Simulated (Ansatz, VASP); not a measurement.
# One calculation of Pb, two programs

```xyz
1
Lattice="-1.9797 1.9797 1.9797 1.9797 -1.9797 1.9797 1.9797 1.9797 -1.9797" Properties=species:S:1:pos:R:3 pbc="T T T"
Pb    0.0000    0.0000    0.0000
```

Alike in both runs: functional r2SCAN; k mesh 20 × 20 × 20; occupations gaussian, width 0.1 eV; no spin polarisation.

Ansatz relaxed the structure, and its values are those at the end. VASP's run is a single point on that final structure, the one shown.

|  | VASP | Ansatz |
| --- | --- | --- |
| version | VASP 6.6.1 | Ansatz 0.2.0 |
| potentials or method | VASP PAW PBE potentials, release 64 (Pb_d), cutoff 520 eV | scalar-relativistic, plane waves, PAW |
| valence electrons in the cell | 14 | 14 |

|  | VASP | Ansatz | Ansatz less VASP |
| --- | --- | --- | --- |
| gap on the k mesh at the Fermi level (eV) | none | none | - |
| pressure (GPa) | 0.0 | 0.0 | +0.02 |

VASP's potentials were made for PBE, not for r2SCAN. A gap of «none» marks a metal or a gap that the smearing closes.

Spin-orbit coupling is off throughout.
